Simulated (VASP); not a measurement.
# CaSe (Fm-3m) in VASP: a series of runs, part 2 of 2

VASP 6.6.1.

## (3) Electric field gradients, LDA (25.16 Å³/atom)

Input file INCAR:

```
SYSTEM = CaSe
PREC = Accurate
ENCUT = 520
EDIFF = 1E-8
ISMEAR = -1
SIGMA = 0.03
LREAL = .False.
LASPH = .True.
NELM = 100
ALGO = Normal
ISIF = 2
LWAVE = .False.
LCHARG = .False.
LEFG = .True.
NBANDS = 15
```

Input file KPOINTS:

```
regular mesh
0
Gamma
  9 9 9
  0 0 0
```

Input file POSCAR:

```
CaSe
1.0
    0.0000000000      2.9300948315      2.9300948315
    2.9300948315      0.0000000000      2.9300948315
    2.9300948315      2.9300948315      0.0000000000
Ca Se
1 1
Direct
    0.0000000000      0.0000000000      0.0000000000
    0.5000000000      0.5000000000      0.5000000000
```

Potentials or basis: VASP PAW LDA potentials, release 64 (Ca_sv, Se).

Command:

```
$ cat potpaw_LDA.64/Ca_sv/POTCAR potpaw_LDA.64/Se/POTCAR > POTCAR
$ mpirun -np 1 vasp_std > vasp.out
```

OUTCAR:

```text
SYSTEM = CaSe
   PREC = Accurate
   ENCUT = 520
   EDIFF = 1E-8
   ISMEAR = -1
   LREAL = .False.
   LASPH = .True.
   NELM = 100
   ISIF = 2

 ion  position               nearest neighbor table
   1  0.000  0.000  0.000-   2 2.93   2 2.93   2 2.93   2 2.93   2 2.93   2 2.93
   2  0.500  0.500  0.500-   1 2.93   1 2.93   1 2.93   1 2.93   1 2.93   1 2.93

  LATTYP: Found a face centered cubic cell.
 ALAT       =     5.8601896630

  Lattice vectors:

 A1 = (   0.0000000000,   2.9300948315,   2.9300948315)
 A2 = (   2.9300948315,   0.0000000000,   2.9300948315)
 A3 = (   2.9300948315,   2.9300948315,   0.0000000000)

Analysis of symmetry for initial positions (statically):
=====================================================================
 Subroutine PRICEL returns:
 Original cell was already a primitive cell.

 Routine SETGRP: Setting up the symmetry group for a
 face centered cubic supercell.

 Subroutine GETGRP returns: Found 48 space group operations
[... 620 lines left out ...]
     0.000000000  2.930094831  2.930094831    -0.170642941  0.170642941  0.170642941
     2.930094831  0.000000000  2.930094831     0.170642941 -0.170642941  0.170642941
     2.930094831  2.930094831  0.000000000     0.170642941  0.170642941 -0.170642941

 POSITION                                       TOTAL-FORCE (eV/Angst)
 -----------------------------------------------------------------------------------
      0.00000      0.00000      0.00000         0.000000     -0.000000      0.000000
      2.93009      2.93009      2.93009        -0.000000      0.000000     -0.000000
 -----------------------------------------------------------------------------------
    total drift:                                0.000000     -0.000000     -0.000000

  FREE ENERGIE OF THE ION-ELECTRON SYSTEM (eV)
  ---------------------------------------------------
  free  energy   TOTEN  =       -10.5762289633 eV

  energy  without entropy=      -10.5762289633  energy(sigma->0) =      -10.57622896

 Electric field gradients (V/A^2)
---------------------------------------------------------------------
 ion       V_xx      V_yy      V_zz      V_xy      V_xz      V_yz
---------------------------------------------------------------------
   1      -0.000     0.000     0.000    -0.000    -0.000    -0.000
   2       0.000     0.000     0.000     0.001     0.001     0.001
---------------------------------------------------------------------

 Electric field gradients after diagonalization (V/A^2)
 (convention: |V_zz| > |V_xx| > |V_yy|)
----------------------------------------------------------------------
 ion       V_xx      V_yy      V_zz     asymmetry (V_yy - V_xx)/ V_zz
----------------------------------------------------------------------
   1       0.000     0.000    -0.000       0.000
   2      -0.001    -0.001     0.001       0.000
----------------------------------------------------------------------

           NMR quadrupolar parameters

 Cq : quadrupolar parameter    Cq=e*Q*V_zz/h
 eta: asymmetry parameters     (V_yy - V_xx)/ V_zz
 Q  : nuclear electric quadrupole moment in mb (millibarn)
----------------------------------------------------------------------
 ion       Cq(MHz)       eta       Q (mb)
----------------------------------------------------------------------
   1      -0.000       0.000       1.000
   2       0.000       0.000       1.000
----------------------------------------------------------------------
```

stdout:

```text
POSCAR found type information on POSCAR CaSe
 POSCAR found :  2 types and       2 ions
 scaLAPACK will be used
 LDA part: xc-table for (Slater(with rela. corr.)+CA(PZ))
 , standard interpolation
 POSCAR, INCAR and KPOINTS ok, starting setup
 FFT: planning ... GRIDC
 FFT: planning ... GRID_SOFT
 FFT: planning ... GRID
 WAVECAR not read
 entering main loop
ion   1

ion   2
```

Run time: 28 s. Hardware: 1 thread of Intel Xeon 8259CL, shared host; peak memory 0.16 GiB.

Results:

```
Free energy                             : -10.5762 eV
Pressure                                : -1.6 GPa
Band gap on the k mesh                  : 1.83 eV (least direct gap 2.79 eV)
Largest electric field gradient by atom : under 0.05 V/Å² on every atom
```

Caveat: an odd mesh through Γ misses points on the zone boundary, where band edges can lie.

## (4) Electric field gradients, LDA (25.68 Å³/atom)

This run uses another cell than the first one, of 25.68 Å³/atom.

Input file INCAR:

```
SYSTEM = CaSe
ALGO = Normal ; EDIFF = 1E-8
ENCUT = 520 ; ISIF = 2
ISMEAR = -1 ; LASPH = .TRUE.
LCHARG = .FALSE. ; LEFG = .TRUE.
LREAL = .FALSE. ; LWAVE = .FALSE.
NBANDS = 15 ; NELM = 80
PREC = Accurate ; SIGMA = 0.03
```

Input file KPOINTS:

```
k-points
0
G
  9 9 9
  0 0 0
```

Input file POSCAR:

```
CaSe
1.0
    0.0000000000      2.9503030206      2.9503030206
    2.9503030206      0.0000000000      2.9503030206
    2.9503030206      2.9503030206      0.0000000000
Ca Se
1 1
Direct
    0.0000000000      0.0000000000      0.0000000000
    0.5000000000      0.5000000000      0.5000000000
```

Potentials or basis: VASP PAW LDA potentials, release 64 (Ca_sv, Se).

Command:

```
$ cat potpaw_LDA.64/Ca_sv/POTCAR potpaw_LDA.64/Se/POTCAR > POTCAR
$ mpirun -np 1 vasp_std > vasp.out
```

OUTCAR:

```text
SYSTEM = CaSe
   EDIFF = 1E-8
   ENCUT = 520
   ISIF = 2
   ISMEAR = -1
   LASPH = .TRUE.
   LREAL = .FALSE.
   NELM = 80
   PREC = Accurate

 ion  position               nearest neighbor table
   1  0.000  0.000  0.000-   2 2.95   2 2.95   2 2.95   2 2.95   2 2.95   2 2.95
   2  0.500  0.500  0.500-   1 2.95   1 2.95   1 2.95   1 2.95   1 2.95   1 2.95

  LATTYP: Found a face centered cubic cell.
 ALAT       =     5.9006060412

  Lattice vectors:

 A1 = (   0.0000000000,   2.9503030206,   2.9503030206)
 A2 = (   2.9503030206,   0.0000000000,   2.9503030206)
 A3 = (   2.9503030206,   2.9503030206,   0.0000000000)

Analysis of symmetry for initial positions (statically):
=====================================================================
 Subroutine PRICEL returns:
 Original cell was already a primitive cell.

 Routine SETGRP: Setting up the symmetry group for a
 face centered cubic supercell.

 Subroutine GETGRP returns: Found 48 space group operations
[... 620 lines left out ...]
     0.000000000  2.950303021  2.950303021    -0.169474117  0.169474117  0.169474117
     2.950303021  0.000000000  2.950303021     0.169474117 -0.169474117  0.169474117
     2.950303021  2.950303021  0.000000000     0.169474117  0.169474117 -0.169474117

 POSITION                                       TOTAL-FORCE (eV/Angst)
 -----------------------------------------------------------------------------------
      0.00000      0.00000      0.00000        -0.000000      0.000000     -0.000000
      2.95030      2.95030      2.95030         0.000000     -0.000000      0.000000
 -----------------------------------------------------------------------------------
    total drift:                                0.000000     -0.000000     -0.000000

  FREE ENERGIE OF THE ION-ELECTRON SYSTEM (eV)
  ---------------------------------------------------
  free  energy   TOTEN  =       -10.5623543858 eV

  energy  without entropy=      -10.5623543858  energy(sigma->0) =      -10.56235439

 Electric field gradients (V/A^2)
---------------------------------------------------------------------
 ion       V_xx      V_yy      V_zz      V_xy      V_xz      V_yz
---------------------------------------------------------------------
   1       0.000     0.000     0.000     0.000     0.000     0.000
   2       0.000    -0.000     0.000     0.001     0.001     0.001
---------------------------------------------------------------------

 Electric field gradients after diagonalization (V/A^2)
 (convention: |V_zz| > |V_xx| > |V_yy|)
----------------------------------------------------------------------
 ion       V_xx      V_yy      V_zz     asymmetry (V_yy - V_xx)/ V_zz
----------------------------------------------------------------------
   1      -0.000    -0.000     0.000       0.000
   2      -0.001    -0.001     0.001       0.000
----------------------------------------------------------------------

           NMR quadrupolar parameters

 Cq : quadrupolar parameter    Cq=e*Q*V_zz/h
 eta: asymmetry parameters     (V_yy - V_xx)/ V_zz
 Q  : nuclear electric quadrupole moment in mb (millibarn)
----------------------------------------------------------------------
 ion       Cq(MHz)       eta       Q (mb)
----------------------------------------------------------------------
   1       0.000       0.000       1.000
   2       0.000       0.000       1.000
----------------------------------------------------------------------
```

OSZICAR:

```text
N       E                     dE             d eps       ncg     rms          rms(c)
DAV:   1     0.108924667140E+03    0.10892E+03   -0.75889E+03  1050   0.989E+02
DAV:   2    -0.603523758629E+01   -0.11496E+03   -0.10930E+03  1309   0.246E+02
DAV:   3    -0.105548160442E+02   -0.45196E+01   -0.44814E+01  1448   0.470E+01
DAV:   4    -0.107572488891E+02   -0.20243E+00   -0.20236E+00  1424   0.831E+00
DAV:   5    -0.107586105231E+02   -0.13616E-02   -0.13616E-02  1426   0.718E-01    0.441E+00
DAV:   6    -0.105913942603E+02    0.16722E+00   -0.19493E-01  1232   0.236E+00    0.257E+00
DAV:   7    -0.105640532320E+02    0.27341E-01   -0.81216E-02  1372   0.186E+00    0.807E-01
DAV:   8    -0.105624035655E+02    0.16497E-02   -0.90964E-03  1232   0.761E-01    0.107E-01
DAV:   9    -0.105623467221E+02    0.56843E-04   -0.61446E-04  1310   0.250E-01    0.429E-02
DAV:  10    -0.105623532276E+02   -0.65054E-05   -0.10496E-04  1309   0.622E-02    0.165E-02
DAV:  11    -0.105623549839E+02   -0.17564E-05   -0.10156E-05  1289   0.288E-02    0.746E-03
DAV:  12    -0.105623544167E+02    0.56721E-06   -0.95657E-07  1267   0.602E-03    0.301E-03
DAV:  13    -0.105623543869E+02    0.29796E-07   -0.27191E-07  1295   0.337E-03    0.824E-04
DAV:  14    -0.105623543858E+02    0.11107E-08   -0.70324E-09   877   0.559E-04
   1 F= -.10562354E+02 E0= -.10562354E+02  d E =-.456058E-12
```

It took 38 s on 1 thread of Intel Xeon 8259CL, shared host; peak memory 0.17 GiB.

What came out:

| Item | Value |
| --- | --- |
| Free energy | -10.5624 eV |
| Pressure | -2.6 GPa |
| Band gap on the k mesh | 1.88 eV (least direct gap 2.82 eV) |
| Largest electric field gradient by atom | under 0.05 V/Å² on every atom |

Caveat: an odd mesh through Γ misses points on the zone boundary, where band edges can lie.
